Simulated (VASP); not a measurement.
The system is ZnCu.

```xyz
2
Lattice="3.0028 0.0000 0.0000 0.0000 3.0028 0.0000 0.0000 0.0000 3.0028" Properties=species:S:1:pos:R:3 pbc="T T T"
Zn    1.5014    1.5014    1.5014
Cu    0.0000    0.0000    0.0000
```

Base run:

| Item | Value |
| --- | --- |
| Program | VASP 6.6.1 |
| Functional | PBEsol |
| Potentials or basis | VASP PAW PBE potentials, release 64 (Zn, Cu) |
| Cutoff | 520 eV |
| k mesh | 9 × 9 × 9 |
| Occupations | fermi-dirac, width 0.05 eV |
| Spin | no spin polarisation |

Its results: pressure -9.5 GPa.

Problem. The run is repeated on the same cell with these changes: functional from PBEsol to r2SCAN; cutoff from 520 eV to 660 eV. What comes out?

Solution. Pressure -8.6 GPa.

Caveats: the PAW data sets were made with another functional, which shifts forces and pressure a little.
